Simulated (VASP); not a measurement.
Here is a VASP 6.6.1 calculation.

File INCAR:

```
PREC = Accurate ; ENCUT = 520
EDIFF = 1E-6 ; ISMEAR = 0
SIGMA = 0.025 ; LREAL = F
LASPH = T ; NELM = 80
ALGO = Normal ; ISIF = 2
LWAVE = F ; LCHARG = T
GGA = PE ; LELF = T
LVHAR = T ; NBANDS = 12
```

File KPOINTS:

```
regular mesh
0
Gamma
  9 9 9
```

POSCAR

```
As
1.0
    1.8807968987      1.0858785957      3.5140619945
   -1.8807968987      1.0858785957      3.5140619945
    0.0000000000     -2.1717571915      3.5140619945
As
2
Direct
    0.2260000000      0.2260000000      0.2260000000
    0.7740000000      0.7740000000      0.7740000000
```

Potentials or basis: VASP PAW PBE potentials, release 64 (As).

Run with:

```console
$ cat potpaw_PBE.64/As/POTCAR > POTCAR
$ mpirun -np 1 vasp_std > vasp.out
```

**Question.** What does it give for the pressure?

**Answer.** 4.1 GPa.

**Question.** What does it give for the band gap on the k mesh?

**Answer.** Zero (band 5 reaches 5.50 eV, above the bottom of band 6 at 5.39 eV).

**Question.** Estimate the largest force.

**Answer.** 0.491 eV/Å.

Forces in eV/Å, atoms in the order of the input:
```
As   0.000  0.000  0.491
As   0.000  0.000 -0.491
```
